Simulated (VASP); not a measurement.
Write the native input for VASP 6.6.1 that does the following.

* Task: single point
* Functional: PBE
* Potentials or basis: VASP PAW PBE potentials, release 64 (Yb)
* Cutoff: 520 eV
* k mesh: 16 × 16 × 16
* Occupations: gaussian, width 0.15 eV
* Spin: no spin polarisation
* Dipole correction: no
* Further INCAR settings: ALGO = Fast; EDIFF = 1e-07; NBANDS = 18

The structure of Yb lies in POSCAR:

```
Yb
1.0
    0.0000000000      2.7833474845      2.2077512247
    2.7833474845      0.0000000000      2.2077512247
    2.7833474845      2.7833474845      0.0000000000
Yb
1
Direct
    0.0000000000      0.0000000000      0.0000000000
```

This cell differs from its parent crystal: volume 34.207 Å^3 an atom, c/a of the conventional cell 0.7932.

One way to write it, as run:

INCAR

```
SYSTEM = Yb
ALGO = Fast ; EDIFF = 1E-7
ENCUT = 520 ; GGA = PE
ISIF = 2 ; ISMEAR = 0
LASPH = .TRUE. ; LCHARG = .FALSE.
LREAL = .FALSE. ; LWAVE = .FALSE.
NBANDS = 18 ; NELM = 80
PREC = Accurate ; SIGMA = 0.15
```

KPOINTS

```
k-points
0
G
  16 16 16
  0 0 0
```

Potentials or basis: VASP PAW PBE potentials, release 64 (Yb).

Run with:

```sh
$ cat potpaw_PBE.64/Yb/POTCAR > POTCAR
$ mpirun -np 1 vasp_std > vasp.out
```

It gave:

The pressure is 1.0 GPa. The band gap on the k mesh is zero (band 12 reaches 1.96 eV, above the bottom of band 13 at 1.42 eV).

Caveat: spin-orbit coupling is left out, which moves the levels of the heavy elements.

Wall time 10 min on 1 thread of Intel(R) Xeon(R) Platinum 8488C (Sapphire Rapids), on a shared host, peak memory 0.37 GiB.
